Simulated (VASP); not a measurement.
Here is a VASP 6.6.1 calculation.

File INCAR:

```
  ALGO = Normal
  EDIFF = 1E-7
  ENCUT = 520
  GGA = PE
  ISIF = 2
  ISMEAR = 0
  LASPH = T
  LCHARG = F
  LREAL = F
  LWAVE = F
  NBANDS = 8
  NELM = 80
  PREC = Accurate
  SIGMA = 0.15
```

File KPOINTS:

```
k-points
0
Gamma
  22 22 22
```

File POSCAR:

```
Al
1.0
   -1.6848552296      1.6848552296      1.4509973238
    1.6848552296     -1.6848552296      1.4509973238
    1.6848552296      1.6848552296     -1.4509973238
Al
1
Direct
    0.0000000000      0.0000000000      0.0000000000
```

Potentials or basis: VASP PAW PBE potentials, release 64 (Al).

Run with:

```bash
$ cat potpaw_PBE.64/Al/POTCAR > POTCAR
$ mpirun -np 1 vasp_std > vasp.out
```

Estimate the pressure.

2.0 GPa.

Stress tensor (GPa, compression positive):
```
2.60 0.00 0.00
0.00 2.60 0.00
0.00 0.00 0.85
```
